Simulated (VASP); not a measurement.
# Cu (Cmcm) in VASP: further runs

Cu is run at these levels: r2SCAN; tasks: single point, relaxation of cell and atoms.

All numbers are computed with VASP 6.6.1; they aren't measurements. Logs are shortened: lines on timing, memory, paths and dates and some standing lists are left out, and cuts for length are marked.

## 1. The cell of the first run

It takes space group Cmcm (No. 63, orthorhombic). Conventional cell: a = 2.439 Å, b = 7.938 Å, c = 2.481 Å, α = 90.00°, β = 90.00°, γ = 90.00°. Cu (site symmetry m2m) has 10 Cu at 2.44 to 2.53 Å within 3.2 Å.

## 2. Single point, r2SCAN

Input file POSCAR:

```
Cu
1.0
    1.2194741911     -3.9690397526      0.0000000000
    1.2194741911      3.9690397526      0.0000000000
    0.0000000000      0.0000000000      2.4808287487
Cu
2
Direct
    0.1339262914      0.8660737086      0.2500000000
    0.8660737086      0.1339262914      0.7500000000
```

Input file INCAR.step1:

```
SYSTEM = Cu
PREC = Accurate
ENCUT = 520
ISMEAR = -1
SIGMA = 0.05
LREAL = .FALSE.
LASPH = .TRUE.
NELM = 60
NBANDS = 18
GGA = PE
ALGO = Normal
EDIFF = 1E-4
LWAVE = .TRUE.
LCHARG = .FALSE.
```

Input file INCAR.step2:

```
SYSTEM = Cu
PREC = Accurate
ENCUT = 520
EDIFF = 1E-6
ISMEAR = -1
SIGMA = 0.05
LREAL = .FALSE.
LASPH = .TRUE.
NELM = 60
ALGO = Normal
ISIF = 2
LWAVE = .FALSE.
LCHARG = .FALSE.
METAGGA = R2SCAN
LMIXTAU = .TRUE.
NBANDS = 18
ISTART = 1
```

Input file KPOINTS:

```
regular mesh
0
G
  13 13 12
  0 0 0
```

Potentials or basis: VASP PAW PBE potentials, release 64 (Cu).

Command:

```
cat potpaw_PBE.64/Cu/POTCAR > POTCAR
cp INCAR.step1 INCAR
mpirun -np 1 vasp_std > vasp.out
cp INCAR.step2 INCAR
mpirun -np 1 vasp_std > vasp.out
```

OUTCAR:

```text
SYSTEM = Cu
   PREC = Accurate
   ENCUT = 520
   EDIFF = 1E-6
   ISMEAR = -1
   LREAL = .FALSE.
   LASPH = .TRUE.
   NELM = 60
   ISIF = 2
   METAGGA = R2SCAN
   ISTART = 1

 ion  position               nearest neighbor table
   1  0.134  0.866  0.250-   2 2.46   2 2.46   2 2.53   2 2.53   2 2.53   2 2.53
   2  0.866  0.134  0.750-   1 2.46   1 2.46   1 2.53   1 2.53   1 2.53   1 2.53

  LATTYP: Found a base centered orthorhombic cell.
 ALAT       =     2.4389483822
 B/A-ratio  =     3.2547140248
 C/A-ratio  =     1.0171714854

  Lattice vectors:

 A1 = (   1.2194741911,  -3.9690397526,   0.0000000000)
 A2 = (   1.2194741911,   3.9690397526,   0.0000000000)
 A3 = (   0.0000000000,   0.0000000000,   2.4808287487)

Analysis of symmetry for initial positions (statically):
=====================================================================
 Subroutine PRICEL returns:
 Original cell was already a primitive cell.

 Routine SETGRP: Setting up the symmetry group for a
 base centered orthorhombic supercell.

 Subroutine GETGRP returns: Found  8 space group operations
 (whereof  4 operations were pure point group operations)
 out of a pool of  8 trial point group operations.

The static configuration has the point symmetry C_2h.
 The point group associated with its full space group is D_2h.

Analysis of symmetry for dynamics (positions and initial velocities):
=====================================================================
 Subroutine PRICEL returns:
 Original cell was already a primitive cell.

 Routine SETGRP: Setting up the symmetry group for a
 base centered orthorhombic supercell.

 Subroutine GETGRP returns: Found  8 space group operations
 (whereof  4 operations were pure point group operations)
 out of a pool of  8 trial point group operations.

The dynamic configuration has the point symmetry C_2h.
 The point group associated with its full space group is D_2h.

 Subroutine INISYM returns: Found  8 space group operations
 (whereof  4 operations are pure point group operations),
 and found     1 'primitive' translations

----------------------------------------------------------------------------------------

                                     Primitive cell

  volume of cell :      24.0151

  direct lattice vectors                    reciprocal lattice vectors
     1.219474191 -3.969039753  0.000000000     0.410012777 -0.125975055  0.000000000
     1.219474191  3.969039753  0.000000000     0.410012777  0.125975055  0.000000000
     0.000000000  0.000000000  2.480828749     0.000000000  0.000000000  0.403091104

  length of vectors
     4.152155327  4.152155327  2.480828749     0.428929122  0.428929122  0.403091104

  position of ions in fractional coordinates (direct lattice)
     0.133926291  0.866073709  0.250000000
     0.866073709  0.133926291  0.750000000

  ion indices of the primitive-cell ions
   primitive index   ion index
                 1           1
                 2           2

----------------------------------------------------------------------------------------

 KPOINTS: regular mesh

Automatic generation of k-mesh.
 Grid dimensions read from file:
 generate k-points for:   13   13   12

 Generating k-lattice:

  Cartesian coordinates                     Fractional coordinates (reciprocal lattice)
     0.031539444 -0.009690389  0.000000000     0.076923077 -0.000000000  0.000000000
     0.031539444  0.009690389  0.000000000    -0.000000000  0.076923077  0.000000000
     0.000000000  0.000000000  0.033590925     0.000000000  0.000000000  0.083333333

  Length of vectors
     0.032994548  0.032994548  0.033590925

  Shift w.r.t. Gamma in fractional coordinates (k-lattice)
     0.000000000  0.000000000  0.000000000

 Subroutine IBZKPT returns following result:
 ===========================================

 Found    343 irreducible k-points:

 Following reciprocal coordinates:
            Coordinates               Weight
  0.000000  0.000000  0.000000      1.000000
  0.076923  0.000000  0.000000      4.000000
  0.153846  0.000000  0.000000      4.000000
  0.230769  0.000000  0.000000      4.000000
  0.307692  0.000000  0.000000      4.000000
  0.384615  0.000000  0.000000      4.000000
[... 16 lines left out ...]
  0.384615  0.153846  0.000000      4.000000
  0.461538  0.153846  0.000000      4.000000
 [... further k-points ...]
   k-points           NKPTS =    343   k-points in BZ     NKDIM =    343   number of bands    NBANDS=     18
   number of dos      NEDOS =    301   number of ions     NIONS =      2
   total plane-waves  NPLWV =  18432
   dimension x,y,z NGX =    32 NGY =   32 NGZ =   18
   dimension x,y,z NGXF=    64 NGYF=   64 NGZF=   36
   ions per type =               2
   NGX,Y,Z   is equivalent  to a cutoff of  12.81, 12.81, 12.06 a.u.
   NGXF,Y,Z  is equivalent  to a cutoff of  25.62, 25.62, 24.12 a.u.
 SYSTEM =  Cu
   PREC   = accura    normal or accurate (medium, high low for compatibility)
   ISTART =      1    job   : 0-new  1-cont  2-samecut
   ICHARG =      0    charge: 1-file 2-atom 10-const
   ISPIN  =      1    spin polarized calculation?
   LNONCOLLINEAR =      F non collinear calculations
   LSORBIT =      F    spin-orbit coupling
   LASPH  =      T    aspherical Exc in radial PAW
   ENCUT  =  520.0 eV  38.22 Ry    6.18 a.u.   7.72  7.72  4.61*2*pi/ulx,y,z
   NELM   =     60;   NELMIN=  2; NELMDL=  0     # of ELM steps
   EDIFF  = 0.1E-05   stopping-criterion for ELM
   LREAL  =      F    real-space projection
   EDIFFG = 0.1E-04   stopping-criterion for IOM
   NSW    =      0    number of steps for IOM
   IBRION =     -1    ionic relax: 0-MD 1-quasi-New 2-CG
   NFREE  =      0    steps in history (QN), initial steepest desc. (CG)
   ISIF   =      2    stress and relaxation
   ISYM   =      2    0-nonsym 1-usesym 2-fastsym
   POTIM  = 0.5000    time-step for ionic-motion
   TEBEG  =    0.0;   TEEND  =   0.0 temperature during run
   PSTRESS=    0.0 pullay stress
   NELECT =      22.0000    total number of electrons
   NUPDOWN=      -1.0000    fix difference up-down
   EMIN   =  10.00;   EMAX   =-10.00  energy-range for DOS
   EFERMI =   0.00;   METHOD = LEGACY
   ISMEAR =    -1;   SIGMA  =   0.05  broadening in eV -4-tet -1-fermi 0-gaus
   EFERMI_NEDOS =   21; number of points for ismear=-14 and -15
   IALGO  =     38    algorithm
   IMIX   =      4    mixing-type and parameters
     AMIX     =   0.40;   BMIX     =  1.00
     AMIX_MAG =   1.60;   BMIX_MAG =  1.00
  volume/ion in A,a.u.               =      12.01        81.03
  Fermi-wavevector in a.u.,A,eV,Ry     =   1.589965  3.004597 34.395355  2.527987
  Thomas-Fermi vector in A             =   2.688733
   LORBIT       =      0    0 simple, 1 ext, 2 COOP (PROOUT), +10 PAW based schemes
   METAGGA = R2SCAN    functional components
   LHFCALC =     F    Hartree Fock is set to
   AEXX    =    0.0000 exact exchange contribution
   IVDW    =     0    specifies the selected vdW correction
   LEPSILON=     F    determine dielectric tensor
   LRPA    =     F    only Hartree local field effects (RPA)
 non-spin polarized calculation
  energy-cutoff  :      520.00
  volume of cell :       24.02
 maximum number of plane-waves:       669
   NGX = 15   NGY = 15   NGZ =  9

 number of electron      21.9999990 magnetization

 Free energy of the ion-electron system (eV)
  ---------------------------------------------------
  ext. energy  EPLUGINS =         0.00000000
  ---------------------------------------------------
  free energy    TOTEN  =       -21.34925268 eV

  energy without entropy =      -21.34543035  energy(sigma->0) =      -21.34734151

 E-fermi :   7.1991     XC(G=0): -13.5678

 val. band max:        7.1925823749   @ k =  -0.4615   0.1538   0.0000
 cond. band min:       7.2169751417   @ k =   0.4615   0.0769   0.1667
 fundamental gap:      0.0243927668
 Fermi energy:         7.1991186500

 k-point     1 :       0.0000    0.0000    0.0000
  band No.  band energies     occupation
      1      -2.3210      2.00000
      2       2.0892      2.00000
      3       2.8692      2.00000
      4       3.3620      2.00000
      5       4.0628      2.00000
      6       4.3478      2.00000
[... 10 lines left out ...]
     17      27.3700      0.00000
     18      29.5755      0.00000

 k-point     2 :       0.0769    0.0000    0.0000
  band No.  band energies     occupation
      1      -2.1439      2.00000
      2       2.1542      2.00000
      3       2.9346      2.00000
      4       3.4231      2.00000
      5       4.0824      2.00000
      6       4.3396      2.00000
[... 10 lines left out ...]
     17      28.0229      0.00000
     18      31.3744      0.00000

 k-point     3 :       0.1538    0.0000    0.0000
  band No.  band energies     occupation
      1      -1.6229      2.00000
      2       2.3221      2.00000
      3       3.1129      2.00000
      4       3.5905      2.00000
      5       4.1356      2.00000
      6       4.1693      2.00000
[... 10 lines left out ...]
     17      28.3296      0.00000
     18      31.7996      0.00000

 k-point     4 :       0.2308    0.0000    0.0000
  band No.  band energies     occupation
      1      -0.7954      2.00000
      2       2.5232      2.00000
      3       3.3336      2.00000
      4       3.5517      2.00000
      5       4.0207      2.00000
      6       4.2050      2.00000
[... 375 lines left out ...]
      4       3.6148      2.00000
      5       4.0872      2.00000
      6       4.2202      2.00000
[... 10 lines left out ...]
     17      29.4212      0.00000
     18      30.1443      0.00000

 k-point    23 :       0.3846    0.1538    0.0000
  band No.  band energies     occupation
      1       2.0069      2.00000
      2       2.4587      2.00000
      3       3.3893      2.00000
      4       3.8141      2.00000
      5       3.9853      2.00000
      6       4.2522      2.00000
[... 10 lines left out ...]
     17      30.5041      0.00000
     18      30.5258      0.00000

 k-point    24 :       0.4615    0.1538    0.0000
  band No.  band energies     occupation
      1       1.6614      2.00000
      2       2.3508      2.00000
      3       3.4437      2.00000
      4       3.8174      2.00000
      5       3.9490      2.00000
      6       4.3278      2.00000
[... 10 lines left out ...]
     17      28.9535      0.00000
     18      30.0426      0.00000

 [... further k-points ...]

------------------------ aborting loop because EDIFF is reached ----------------------------------------

  FORCE on cell =-STRESS in cart. coord.  units (eV):
  Direction    XX          YY          ZZ          XY          YZ          ZX
  --------------------------------------------------------------------------------------
  -------------------------------------------------------------------------------------
  Total        0.1000034      0.1150953      0.1291546      0.0000000      0.0000000      0.0000000
  in kB        6.6717612      7.6786252      8.6165934      0.0000000      0.0000000      0.0000000
  external PRESSURE =       7.6556600 kB  Pullay stress =       0.0000000 kB

 VOLUME and BASIS-vectors are now :
 -----------------------------------------------------------------------------
  energy-cutoff  :      520.00
  volume of cell :       24.02
      direct lattice vectors                 reciprocal lattice vectors
     1.219474191 -3.969039753  0.000000000     0.410012777 -0.125975055  0.000000000
     1.219474191  3.969039753  0.000000000     0.410012777  0.125975055  0.000000000
     0.000000000  0.000000000  2.480828749     0.000000000  0.000000000  0.403091104

 POSITION                                       TOTAL-FORCE (eV/Angst)
 -----------------------------------------------------------------------------------
      1.21947      2.90592      0.62021         0.000000      0.011308     -0.000000
      1.21947     -2.90592      1.86062         0.000000     -0.011308      0.000000
 -----------------------------------------------------------------------------------
    total drift:                                0.000000      0.000000      0.000000

  FREE ENERGIE OF THE ION-ELECTRON SYSTEM (eV)
  ---------------------------------------------------
  free  energy   TOTEN  =       -21.3492526780 eV

  energy  without entropy=      -21.3454303494  energy(sigma->0) =      -21.34734151
```

Run time: 6.1 min. Hardware: 1 thread of AMD EPYC 9R45 (Zen 5), shared host; peak memory 0.22 GiB.

What came out:

```yaml
Free_energy: -21.3493 eV
Pressure: 0.8 GPa
Largest_force: 0.011 eV/Å
Band_gap_on_the_k_mesh: zero (bands 11 and 12 overlap by 5.93 eV)
```

Forces on the atoms (eV/Å):
```
Cu   0.000  0.011  0.000
Cu   0.000 -0.011  0.000
```

Caveat: the PAW data sets were made with another functional, which shifts forces and pressure a little.

(Part 1 of 2 ends here.)

The gap in the log of VASP goes by the Fermi energy; the results here count the filled bands.